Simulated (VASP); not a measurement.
# Sr2FeCl (R-3m) in VASP: a series of runs

Runs on Sr2FeCl. Level: PBE. Tasks: single point, relaxation of cell and atoms.

Program: VASP 6.6.1. These are calculated values, not measurements. Logs are shortened: lines on timing, memory, paths and dates and some standing lists are left out, and cuts for length are marked.

### 1 The cell of the first run

It takes space group R-3m (No. 166, trigonal). Conventional cell: a = 4.124 Å, b = 4.124 Å, c = 24.927 Å, α = 90.00°, β = 90.00°, γ = 120.00°. Fe (site symmetry -3m) has 6 Sr at 3.10 Å within 4.1 Å. Cl (site symmetry -3m) has 6 Sr at 3.22 Å and 6 Cl at 4.12 Å within 4.2 Å. Sr (site symmetry 3m) has 3 Fe at 3.10 Å and 3 Cl at 3.22 Å within 4.1 Å.

### 2 Single point, PBE, collinear spin, ferrimagnetic start

File INCAR:

```
  PREC = Accurate
  ENCUT = 520
  EDIFF = 1E-6
  ISMEAR = -1
  SIGMA = 0.1
  LREAL = F
  LASPH = T
  NELM = 150
  ALGO = Normal
  ISIF = 2
  LWAVE = F
  LCHARG = T
  ISPIN = 2
  MAGMOM = -4 1 -4 2
  LORBIT = 11
  LMAXMIX = 4
  GGA = PE
  LELF = T
  LVHAR = T
  NBANDS = 30
```

File KPOINTS:

```
Automatic mesh
0
Gamma
  5 5 5
```

File POSCAR:

```
Sr2FeCl
1.0
    2.0619539270      3.5714089645      0.0000001698
   -2.0619539270      3.5714089645      0.0000001698
    0.0000000000     -2.3809397047      8.3091108085
Fe Cl Sr
1 1 2
Direct
    0.4999999926      0.4999999926      0.4999999777
   -0.0000000019     -0.0000000019     -0.0000000056
    0.2461086205      0.2461086205      0.7383258615
    0.7538913888      0.7538913888      0.2616741664
```

Potentials or basis: VASP PAW PBE potentials, release 64 (Fe, Cl, Sr_sv).

Started as:

```console
$ cat potpaw_PBE.64/Fe/POTCAR potpaw_PBE.64/Cl/POTCAR potpaw_PBE.64/Sr_sv/POTCAR > POTCAR
$ mpirun -np 1 vasp_std > vasp.out
```

OUTCAR:

```text
PREC = Accurate
   ENCUT = 520
   EDIFF = 1E-6
   ISMEAR = -1
   LREAL = F
   LASPH = T
   NELM = 150
   ISIF = 2
   ISPIN = 2
   LORBIT = 11
   GGA = PE

 ion  position               nearest neighbor table
   1  0.500  0.500  0.500-   4 3.10   4 3.10   4 3.10   3 3.10   3 3.10   3 3.10
   2  1.000  1.000  1.000-   3 3.22   3 3.22   3 3.22   4 3.22   4 3.22   4 3.22
   3  0.246  0.246  0.738-   1 3.10   1 3.10   1 3.10   2 3.22   2 3.22   2 3.22   4 4.62   4 4.62
                             4 4.62   4 4.96   4 4.96   4 4.96
   4  0.754  0.754  0.262-   1 3.10   1 3.10   1 3.10   2 3.22   2 3.22   2 3.22   3 4.62   3 4.62
                             3 4.62   3 4.96   3 4.96   3 4.96

  LATTYP: Found a trigonal (rhomboedric) cell.
 ALAT       =     8.6435060193
 COS(alpha) =     0.8861827647

  Lattice vectors:

 A1 = (  -2.0619539270,   1.1904692598,   8.3091109783)
 A2 = (   0.0000000000,  -2.3809397047,   8.3091108085)
 A3 = (   2.0619539270,   1.1904692598,   8.3091109783)

Analysis of symmetry for initial positions (statically):
=====================================================================
 Subroutine PRICEL returns:
 Original cell was already a primitive cell.

 Routine SETGRP: Setting up the symmetry group for a
 trigonal (rhombohedral) supercell.

 Subroutine GETGRP returns: Found 12 space group operations
 (whereof 12 operations were pure point group operations)
 out of a pool of 12 trial point group operations.

The static configuration has the point symmetry D_3d.

Analysis of symmetry for dynamics (positions and initial velocities):
=====================================================================
 Subroutine PRICEL returns:
 Original cell was already a primitive cell.

 Routine SETGRP: Setting up the symmetry group for a
 trigonal (rhombohedral) supercell.

 Subroutine GETGRP returns: Found 12 space group operations
 (whereof 12 operations were pure point group operations)
 out of a pool of 12 trial point group operations.

The dynamic configuration has the point symmetry D_3d.

Analysis of structural, dynamic, and magnetic symmetry:
=====================================================================
 Subroutine PRICEL returns:
 Original cell was already a primitive cell.

 Routine SETGRP: Setting up the symmetry group for a
 trigonal (rhombohedral) supercell.

 Subroutine GETGRP returns: Found  6 space group operations
 (whereof  6 operations were pure point group operations)
 out of a pool of 12 trial point group operations.

The overall configuration has the point symmetry C_3v.

 Subroutine INISYM returns: Found  6 space group operations
 (whereof  6 operations are pure point group operations),
 and found     1 'primitive' translations

----------------------------------------------------------------------------------------

                                     Primitive cell

  volume of cell :     122.3779

  direct lattice vectors                    reciprocal lattice vectors
     2.061953927  3.571408964  0.000000170     0.242488444  0.140000767  0.040116613
    -2.061953927  3.571408964  0.000000170    -0.242488444  0.140000767  0.040116613
     0.000000000 -2.380939705  8.309110808     0.000000000 -0.000000006  0.120349820

  length of vectors
     4.123907854  4.123907854  8.643506019     0.282860748  0.282860748  0.120349820

  position of ions in fractional coordinates (direct lattice)
     0.499999993  0.499999993  0.499999978
     0.999999998  0.999999998  0.999999994
     0.246108621  0.246108621  0.738325862
     0.753891389  0.753891389  0.261674166

  ion indices of the primitive-cell ions
   primitive index   ion index
                 1           1
                 2           2
                 3           3
                 4           4

----------------------------------------------------------------------------------------

 KPOINTS: Automatic mesh

Automatic generation of k-mesh.
 Grid dimensions read from file:
 generate k-points for:    5    5    5

 Generating k-lattice:

  Cartesian coordinates                     Fractional coordinates (reciprocal lattice)
     0.048497689  0.028000153  0.008023323     0.200000000 -0.000000000  0.000000000
    -0.048497689  0.028000153  0.008023323    -0.000000000  0.200000000  0.000000000
     0.000000000 -0.000000001  0.024069964     0.000000000  0.000000000  0.200000000

  Length of vectors
     0.056572150  0.056572150  0.024069964

  Shift w.r.t. Gamma in fractional coordinates (k-lattice)
     0.000000000  0.000000000  0.000000000

 Subroutine IBZKPT returns following result:
 ===========================================

 Found     19 irreducible k-points:

 Following reciprocal coordinates:
            Coordinates               Weight
  0.000000  0.000000  0.000000      1.000000
  0.200000 -0.000000  0.000000      6.000000
  0.400000 -0.000000  0.000000      6.000000
  0.200000  0.200000  0.000000      6.000000
  0.400000  0.200000 -0.000000     12.000000
 -0.400000  0.200000 -0.000000     12.000000
[... 11 lines left out ...]
  0.000000  0.000000  0.400000      2.000000
  0.200000 -0.000000  0.400000      6.000000
   k-points           NKPTS =     19   k-points in BZ     NKDIM =     19   number of bands    NBANDS=     30
   number of dos      NEDOS =    301   number of ions     NIONS =      4
   total plane-waves  NPLWV =  65536
   dimension x,y,z NGX =    32 NGY =   32 NGZ =   64
   dimension x,y,z NGXF=    64 NGYF=   64 NGZF=  128
   ions per type =               1   1   2
   NGX,Y,Z   is equivalent  to a cutoff of  12.90, 12.90, 12.31 a.u.
   NGXF,Y,Z  is equivalent  to a cutoff of  25.80, 25.80, 24.62 a.u.
 SYSTEM =  unknown system
   PREC   = accura    normal or accurate (medium, high low for compatibility)
   ISTART =      0    job   : 0-new  1-cont  2-samecut
   ICHARG =      2    charge: 1-file 2-atom 10-const
   ISPIN  =      2    spin polarized calculation?
   LNONCOLLINEAR =      F non collinear calculations
   LSORBIT =      F    spin-orbit coupling
   LASPH  =      T    aspherical Exc in radial PAW
   ENCUT  =  520.0 eV  38.22 Ry    6.18 a.u.   7.67  7.67 16.07*2*pi/ulx,y,z
   NELM   =    150;   NELMIN=  2; NELMDL= -5     # of ELM steps
   EDIFF  = 0.1E-05   stopping-criterion for ELM
   LREAL  =      F    real-space projection
   EDIFFG = 0.1E-04   stopping-criterion for IOM
   NSW    =      0    number of steps for IOM
   IBRION =     -1    ionic relax: 0-MD 1-quasi-New 2-CG
   NFREE  =      0    steps in history (QN), initial steepest desc. (CG)
   ISIF   =      2    stress and relaxation
   ISYM   =      2    0-nonsym 1-usesym 2-fastsym
   POTIM  = 0.5000    time-step for ionic-motion
   TEBEG  =    0.0;   TEEND  =   0.0 temperature during run
   PSTRESS=    0.0 pullay stress
   NELECT =      35.0000    total number of electrons
   NUPDOWN=      -1.0000    fix difference up-down
   EMIN   =  10.00;   EMAX   =-10.00  energy-range for DOS
   EFERMI =   0.00;   METHOD = LEGACY
   ISMEAR =    -1;   SIGMA  =   0.10  broadening in eV -4-tet -1-fermi 0-gaus
   EFERMI_NEDOS =   21; number of points for ismear=-14 and -15
   IALGO  =     38    algorithm
   IMIX   =      4    mixing-type and parameters
     AMIX     =   0.40;   BMIX     =  1.00
     AMIX_MAG =   1.60;   BMIX_MAG =  1.00
  volume/ion in A,a.u.               =      30.59       206.46
  Fermi-wavevector in a.u.,A,eV,Ry     =   1.078607  2.038271 15.828917  1.163393
  Thomas-Fermi vector in A             =   2.214550
   LORBIT       =     11    0 simple, 1 ext, 2 COOP (PROOUT), +10 PAW based schemes
   GGA     = PE    functional components
   LHFCALC =     F    Hartree Fock is set to
   AEXX    =    0.0000 exact exchange contribution
   IVDW    =     0    specifies the selected vdW correction
   LEPSILON=     F    determine dielectric tensor
   LRPA    =     F    only Hartree local field effects (RPA)
 spin polarized calculation
  energy-cutoff  :      520.00
  volume of cell :      122.38
 maximum number of plane-waves:      3328
   NGX = 15   NGY = 15   NGZ = 33

 number of electron      35.0000001 magnetization      -2.1123852

 Free energy of the ion-electron system (eV)
  ---------------------------------------------------
  ext. energy  EPLUGINS =         0.00000000
  ---------------------------------------------------
  free energy    TOTEN  =       -15.05256408 eV

  energy without entropy =      -14.86883426  energy(sigma->0) =      -14.96069917

 E-fermi :   3.1208     XC(G=0):  -8.6311

 val. band max:        3.1197392687   @ k =  -0.4000   0.2000   0.2000
 cond. band min:       3.1227979528   @ k =   0.4000   0.4000   0.0000
 fundamental gap:      0.0030586840
 Fermi energy:         3.1208438659

 spin component 1

 k-point     1 :       0.0000    0.0000    0.0000
  band No.  band energies     occupation
      1     -32.8373      1.00000
      2     -32.8333      1.00000
      3     -15.1916      1.00000
      4     -14.8551      1.00000
      5     -14.7810      1.00000
      6     -14.7810      1.00000
[... 575 lines left out ...]
      6     -14.8537      1.00000
[... 21 lines left out ...]
     28       7.2675      0.00000
     29       7.7536      0.00000
 Fermi energy:         3.1208438659

 spin component 2

 k-point     1 :       0.0000    0.0000    0.0000
  band No.  band energies     occupation
      1     -32.7889      1.00000
      2     -32.7850      1.00000
      3     -15.1389      1.00000
      4     -14.7910      1.00000
      5     -14.7215      1.00000
      6     -14.7215      1.00000
[... 575 lines left out ...]
      6     -14.7910      1.00000
[... 21 lines left out ...]
     28       7.3367      0.00000
     29       7.6110      0.00000
 [bands above 29 left out]

------------------------ aborting loop because EDIFF is reached ----------------------------------------

  FORCE on cell =-STRESS in cart. coord.  units (eV):
  Direction    XX          YY          ZZ          XY          YZ          ZX
  --------------------------------------------------------------------------------------
  -------------------------------------------------------------------------------------
  Total        0.0471373      0.0471373      0.0394297      0.0000000      0.0000000      0.0000000
  in kB        0.6171243      0.6171243      0.5162158      0.0000000      0.0000000      0.0000000
  external PRESSURE =       0.5834881 kB  Pullay stress =       0.0000000 kB

 VOLUME and BASIS-vectors are now :
 -----------------------------------------------------------------------------
  energy-cutoff  :      520.00
  volume of cell :      122.38
      direct lattice vectors                 reciprocal lattice vectors
     2.061953927  3.571408964  0.000000170     0.242488444  0.140000767  0.040116613
    -2.061953927  3.571408964  0.000000170    -0.242488444  0.140000767  0.040116613
     0.000000000 -2.380939705  8.309110808     0.000000000 -0.000000006  0.120349820

 POSITION                                       TOTAL-FORCE (eV/Angst)
 -----------------------------------------------------------------------------------
      0.00000      2.38094      4.15456         0.000000      0.000000     -0.000184
      0.00000      4.76188      8.30911        -0.000000     -0.000000      0.000021
      0.00000     -0.00000      6.13483         0.000000      0.000000     -0.004354
      0.00000      4.76188      2.17428         0.000000     -0.000000      0.004518
 -----------------------------------------------------------------------------------
    total drift:                                0.000000      0.000000     -0.000140

  FREE ENERGIE OF THE ION-ELECTRON SYSTEM (eV)
  ---------------------------------------------------
  free  energy   TOTEN  =       -15.0525640814 eV

  energy  without entropy=      -14.8688342608  energy(sigma->0) =      -14.96069917

 total charge

# of ion       s       p       d       tot
------------------------------------------
    1        0.495   0.136   6.204   6.836
    2        1.595   3.546   0.000   5.141
    3        2.040   5.737   0.223   8.000
    4        2.040   5.737   0.223   8.000
--------------------------------------------------
tot          6.171  15.156   6.650  27.977

 magnetization (x)

# of ion       s       p       d       tot
------------------------------------------
    1       -0.055   0.017  -2.621  -2.659
    2        0.001   0.005   0.000   0.006
    3        0.007   0.010   0.056   0.073
    4        0.007   0.010   0.056   0.073
--------------------------------------------------
tot         -0.039   0.042  -2.510  -2.508
```

It took 4.5 min on 1 thread of Oxide Virtual Turin-like, shared host; peak memory 0.32 GiB.

Results:

```yaml
Free_energy: -15.0526 eV
Pressure: 0.1 GPa
Largest_force: 0.005 eV/Å
Net_moment: -2.11 μB per cell
Site_moments: Fe -2.66; Cl +0.01; Sr +0.07 μB
Valence_electrons_inside_the_program's_atomic_spheres: Fe 6.84; Cl 5.14; Sr 8.00
```

Forces on the atoms (eV/Å):
```
Fe   0.000  0.000  0.000
Cl   0.000  0.000  0.000
Sr   0.000  0.000 -0.004
Sr   0.000  0.000  0.005
```

Levels at points of the mesh, in eV from the Fermi level:
Spin up:
```tsv
k point	band 15	band 16	band 17	band 18	band 19	band 20
(0.00, 0.00, 0.00)	-0.66	-0.17	-0.17	0.28	0.28	1.48
```
Spin down:
```
           k point  band 15  band 16  band 17  band 18  band 19  band 20  band 21  band 22  band 23  band 24
(0.00, 0.00, 0.00)    -2.26    -2.26    -1.96    -1.96    -0.56     1.34     1.81     2.79     2.79     3.01
```

Caveat: a cell with one magnetic atom can't hold antiferromagnetic order, which such compounds often take.

### 3 Relaxation of cell and atoms, PBE

This run uses another cell than the first one, of 23.25 Å³/atom, 0.760 times its volume.

File INCAR:

```
SYSTEM = Sr2FeCl
  ALGO = Normal
  EDIFF = 1E-7
  EDIFFG = -0.01
  ENCUT = 600
  GGA = PE
  IBRION = 2
  ISIF = 3
  ISMEAR = -1
  LASPH = .TRUE.
  LCHARG = .FALSE.
  LREAL = .FALSE.
  LWAVE = .FALSE.
  NELM = 100
  NSW = 60
  PREC = Accurate
  SIGMA = 0.1
```

File KPOINTS:

```
k-points
0
G
  8 8 8
  0 0 0
```

File POSCAR:

```
Sr2FeCl
1.0
    1.9567720000      3.3892220000      0.0000000000
   -1.9567720000      3.3892220000      0.0000000000
    0.0000000000     -2.2594820000      7.0105840000
Fe Cl Sr
1 1 2
Direct
    0.5000000000      0.5000000000      0.5000000000
    0.0000000000      0.0000000000      0.0000000000
    0.2308000000      0.2308000000      0.6924000000
    0.7692000000      0.7692000000      0.3076000000
```

Potentials or basis: VASP PAW PBE potentials, release 64 (Fe, Cl, Sr_sv).

Started as:

```console
$ cat potpaw_PBE.64/Fe/POTCAR potpaw_PBE.64/Cl/POTCAR potpaw_PBE.64/Sr_sv/POTCAR > POTCAR
$ mpirun -np 1 vasp_std > vasp.out
```

It took 39 min on 1 thread of Oxide Virtual Turin-like, shared host; peak memory 0.34 GiB.

The run converged. Its results:

- Free energy: -14.3588 eV
- Relaxed volume: 28.63 Å³/atom
- Relaxed cell: a = 4.016 Å, b = 4.016 Å, c = 8.521 Å, α = 103.63°, β = 103.63°, γ = 60.00°
- Space group after relaxing (to 0.05 Å): R-3m (No. 166)
- Energy gained by relaxing: 439.9 meV/atom
- Ionic steps: 13
- Pressure after relaxing: 0.0 GPa
- Largest force after relaxing: 0.005 eV/Å

Forces on the atoms (eV/Å):
```
Fe   0.000  0.000  0.000
Cl   0.000  0.000  0.000
Sr   0.000  0.000 -0.005
Sr   0.000  0.000  0.005
```

Step by step:
```csv
step,energy change (eV),largest force (eV/Å),pressure (GPa),volume (Å³)
1,0.0000,3.0590,14.59,92.99
2,-1.5762,0.6179,-0.74,124.48
3,-1.5763,0.6047,-0.81,124.75
4,-1.6395,0.4721,-0.67,122.68
5,-1.7383,0.1247,-0.25,117.53
6,-1.6271,0.7269,1.53,107.14
7,-1.7529,0.0730,0.00,115.12
8,-1.7531,0.0966,0.05,114.80
9,-1.7575,0.0619,-0.04,114.90
10,-1.7593,0.0199,-0.12,114.99
11,-1.7593,0.0217,-0.12,114.99
12,-1.7594,0.0059,0.08,114.23
13,-1.7595,0.0045,0.01,114.51
```

Final structure:
```yaml
crystal:
  lattice:
    - [2.00791, 3.47780, 0.00000]
    - [-2.00791, 3.47780, 0.00000]
    - [0.00000, -2.31853, 8.19915]
  atoms:
    - { symbol: Fe, position: [0.50000, 0.50000, 0.50000] }
    - { symbol: Cl, position: [0.00000, 0.00000, 0.00000] }
    - { symbol: Sr, position: [0.24399, 0.24399, 0.73196] }
    - { symbol: Sr, position: [0.75601, 0.75601, 0.26804] }
```

Levels at points of the mesh, in eV from the Fermi level:
```tsv
k point	band 14	band 15	band 16	band 17	band 18	band 19	band 20	band 21
(0.00, 0.00, 0.00)	-0.86	-0.43	-0.42	-0.42	-0.32	-0.32	1.93	2.31
(0.50, 0.00, 0.00)	-0.93	-0.56	-0.28	-0.22	0.10	0.32	0.86	2.47
(0.50, 0.50, 0.00)	-1.11	-0.31	-0.24	-0.20	0.10	0.28	1.22	1.64
(0.00, 0.00, 0.50)	-1.37	-0.75	-0.41	-0.41	-0.29	-0.29	1.86	2.63
```

Caveat: the volume moved by over 15 % at a fixed basis, so the end points are rough; an odd number of electrons without spin polarisation forces a metal; a magnetic or distorted state may lie lower; the run has no spin polarisation, though such a crystal can be magnetic.
